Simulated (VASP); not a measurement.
# Si (P1) in VASP: single point with LDA

Aim: the single point of Si with LDA.

Everything below comes from runs of VASP 6.6.1. Logs are shortened: lines on timing, memory, paths and dates and some standing lists are left out, and cuts for length are marked.

## 1. The cell of the first run

The typed cell holds 8 atoms: a = 5.695 Å, b = 5.446 Å, c = 6.132 Å, α = 108.90°, β = 116.80°, γ = 111.08°.

## 2. Single point, LDA (atoms moved at random and the cell strained at random)

INCAR

```
ALGO = Normal ; EDIFF = 1E-6
ENCUT = 520 ; ISIF = 2
ISMEAR = 0 ; LASPH = True
LCHARG = False ; LREAL = False
LWAVE = False ; NBANDS = 26
NELM = 60 ; PREC = Accurate
SIGMA = 0.15
```

KPOINTS

```
k-points
0
Gamma
  8 8 8
```

POSCAR

```
Si
1.0
   -3.6887477139      2.8989504810      3.2289005505
    3.0669480285     -3.3249235748      3.0330739589
    3.6586927866      3.2948686475     -3.6548736444
Si
8
Direct
    0.1983899233      0.1949483106      0.1634940945
    0.4604801674     -0.0023342472      0.3123039069
    0.2862788476      0.4768266757     -0.0166898615
    0.0074204234      0.3437974371      0.5144348209
    0.7791701523      0.7704262083      0.7840932158
    0.5206095217     -0.0382537349      0.6958514691
    0.7188592322      0.5791169507      0.0409461313
    0.0287917321      0.6754723998      0.5055662230
```

Potentials or basis: VASP PAW LDA potentials, release 64 (Si).

Run with:

```sh
cat potpaw_LDA.64/Si/POTCAR > POTCAR
mpirun -np 1 vasp_std > vasp.out
```

OUTCAR:

```text
EDIFF = 1E-6
   ENCUT = 520
   ISIF = 2
   ISMEAR = 0
   LASPH = True
   LREAL = False
   NELM = 60
   PREC = Accurate

 ion  position               nearest neighbor table
   1  0.198  0.195  0.163-   5 2.00   2 2.19   3 2.21   4 2.84   5 2.95   6 2.98   7 3.03
   2  0.460  0.998  0.312-   1 2.19   6 2.30   3 2.36   4 2.36   5 3.11
   3  0.286  0.477  0.983-   7 2.15   1 2.21   4 2.24   2 2.36
   4  0.007  0.344  0.514-   8 1.79   3 2.24   2 2.36   1 2.84   6 2.94
   5  0.779  0.770  0.784-   1 2.00   6 2.07   7 2.23   8 2.71   1 2.95   2 3.11
   6  0.521  0.962  0.696-   5 2.07   8 2.09   2 2.30   7 2.75   4 2.94   1 2.98
   7  0.719  0.579  0.041-   3 2.15   5 2.23   8 2.31   6 2.75   1 3.03
   8  0.029  0.675  0.506-   4 1.79   6 2.09   7 2.31   5 2.71

  LATTYP: Found a triclinic cell.
 ALAT       =     5.6953114360
 B/A-ratio  =     1.1859561933
 C/A-ratio  =     1.0901111521
 COS(alpha) =     0.0029432249
 COS(beta)  =     0.4720380588
 COS(gamma) =     0.6993813503

  Lattice vectors:

 A1 = (   3.6887477139,  -2.8989504810,  -3.2289005505)
 A2 = (   6.7256408151,  -0.0300549273,  -0.6217996855)
 A3 = (   0.0300549273,  -6.1938191285,   0.4259730939)

Analysis of symmetry for initial positions (statically):
=====================================================================
 Subroutine PRICEL returns:
 Original cell was already a primitive cell.

 Routine SETGRP: Setting up the symmetry group for a
 triclinic supercell.

 Subroutine GETGRP returns: Found  1 space group operations
 (whereof  1 operations were pure point group operations)
 out of a pool of  2 trial point group operations.

The static configuration has the point symmetry C_1 .

Analysis of symmetry for dynamics (positions and initial velocities):
=====================================================================
 Subroutine PRICEL returns:
 Original cell was already a primitive cell.

 Routine SETGRP: Setting up the symmetry group for a
 triclinic supercell.

 Subroutine GETGRP returns: Found  1 space group operations
 (whereof  1 operations were pure point group operations)
 out of a pool of  2 trial point group operations.

The dynamic configuration has the point symmetry C_1 .

 Subroutine INISYM returns: Found  1 space group operations
 (whereof  1 operations are pure point group operations),
 and found     1 'primitive' translations

----------------------------------------------------------------------------------------
[... 111 lines left out ...]
   ISIF   =      2    stress and relaxation
   ISYM   =      2    0-nonsym 1-usesym 2-fastsym
   POTIM  = 0.5000    time-step for ionic-motion
   TEBEG  =    0.0;   TEEND  =   0.0 temperature during run
   PSTRESS=    0.0 pullay stress
   NELECT =      32.0000    total number of electrons
   NUPDOWN=      -1.0000    fix difference up-down
   EMIN   =  10.00;   EMAX   =-10.00  energy-range for DOS
   EFERMI =   0.00;   METHOD = LEGACY
   ISMEAR =     0;   SIGMA  =   0.15  broadening in eV -4-tet -1-fermi 0-gaus
   EFERMI_NEDOS =   21; number of points for ismear=-14 and -15
   IALGO  =     38    algorithm
   IMIX   =      4    mixing-type and parameters
     AMIX     =   0.40;   BMIX     =  1.00
     AMIX_MAG =   1.60;   BMIX_MAG =  1.00
  volume/ion in A,a.u.               =      16.08       108.49
  Fermi-wavevector in a.u.,A,eV,Ry     =   1.029673  1.945800 14.425263  1.060227
  Thomas-Fermi vector in A             =   2.163733
   LORBIT       =      0    0 simple, 1 ext, 2 COOP (PROOUT), +10 PAW based schemes
   GGA     = CA    functional components
   LHFCALC =     F    Hartree Fock is set to
   AEXX    =    0.0000 exact exchange contribution
   IVDW    =     0    specifies the selected vdW correction
   LEPSILON=     F    determine dielectric tensor
   LRPA    =     F    only Hartree local field effects (RPA)
 non-spin polarized calculation
 Gauss-broadening in eV      SIGMA  =   0.15
  energy-cutoff  :      520.00
  volume of cell :      128.61
 maximum number of plane-waves:      3482
   NGX = 21   NGY = 21   NGZ = 23

 number of electron      32.0000000 magnetization

 Free energy of the ion-electron system (eV)
  ---------------------------------------------------
  ext. energy  EPLUGINS =         0.00000000
  ---------------------------------------------------
  free energy    TOTEN  =       -39.59039876 eV

  energy without entropy =      -39.56234862  energy(sigma->0) =      -39.57637369

 E-fermi :   8.1969     XC(G=0): -10.5486

 val. band max:        8.1967493861   @ k =  -0.1250   0.1250   0.5000
 cond. band min:       8.1992865835   @ k =   0.1250  -0.3750   0.3750
 fundamental gap:      0.0025371975
 Fermi energy:         8.1968849869

 k-point     1 :       0.0000    0.0000    0.0000
  band No.  band energies     occupation
      1      -5.4784      2.00000
      2      -1.7349      2.00000
      3      -0.7176      2.00000
      4      -0.0308      2.00000
      5       0.5239      2.00000
      6       0.7571      2.00000
[... 685 lines left out ...]
     25      13.0768      0.00000
     26      13.7668      0.00000

 [... further k-points ...]

------------------------ aborting loop because EDIFF is reached ----------------------------------------

  FORCE on cell =-STRESS in cart. coord.  units (eV):
  Direction    XX          YY          ZZ          XY          YZ          ZX
  --------------------------------------------------------------------------------------
  -------------------------------------------------------------------------------------
  Total       11.2407167     30.5127129     29.2014987     -8.9009897     -0.1922420     12.4043285
  in kB      140.0323436    380.1151491    363.7805673   -110.8849625     -2.3948732    154.5281527
  external PRESSURE =     294.6426867 kB  Pullay stress =       0.0000000 kB

 VOLUME and BASIS-vectors are now :
 -----------------------------------------------------------------------------
  energy-cutoff  :      520.00
  volume of cell :      128.61
      direct lattice vectors                 reciprocal lattice vectors
    -3.688747714  2.898950481  3.228900551     0.016783981  0.173441543  0.173159074
     3.066948029 -3.324923575  3.033073959     0.165104021  0.012972132  0.176970923
     3.658692787  3.294868647 -3.654873644     0.151842872  0.163992244  0.026233281

 POSITION                                       TOTAL-FORCE (eV/Angst)
 -----------------------------------------------------------------------------------
      0.46426      0.46563      0.63432         4.499882      2.585167      1.993419
      2.50382     -0.95325      3.37141        -1.200275      1.613783      0.236414
      4.00402      2.48437     -1.22326         1.539709     -1.188582      0.027757
      2.90920      0.57341     -0.81347        -8.464132      7.359761     -8.990991
      2.35745      2.28065      1.98686        -5.652521     -0.725085     -2.452166
      3.57514      0.60423      2.05479         3.100482     -1.581844      3.221934
     -0.72576      0.29333      3.92798        -1.933377      1.792778     -0.174549
      3.81514     -0.49665      0.29394         8.110232     -9.855979      6.138181
 -----------------------------------------------------------------------------------
    total drift:                                0.000121     -0.000129     -0.000074

  FREE ENERGIE OF THE ION-ELECTRON SYSTEM (eV)
  ---------------------------------------------------
  free  energy   TOTEN  =       -39.5903987624 eV

  energy  without entropy=      -39.5623486156  energy(sigma->0) =      -39.57637369
```

Wall time 19 min (1 thread of Oxide Virtual Turin-like, shared host); peak memory 0.6 GiB.

What came out:

- Free energy: -39.5904 eV
- Pressure: 29.5 GPa
- Largest force: 14.375 eV/Å
- Band gap on the k mesh: zero (bands 16 and 17 overlap by 1.21 eV)

Forces in eV/Å, atoms in the order of the input:
```
Si   4.500  2.585  1.993
Si  -1.200  1.614  0.236
Si   1.540 -1.189  0.028
Si  -8.464  7.360 -8.991
Si  -5.653 -0.725 -2.452
Si   3.100 -1.582  3.222
Si  -1.933  1.793 -0.175
Si   8.110 -9.856  6.138
```

Caveat: the cell differs from its parent crystal (atoms moved at random and the cell strained at random); the cell stands under pressure; forces of over 1 eV/Å act on the atoms, so gaps and moduli don't describe the material at rest.
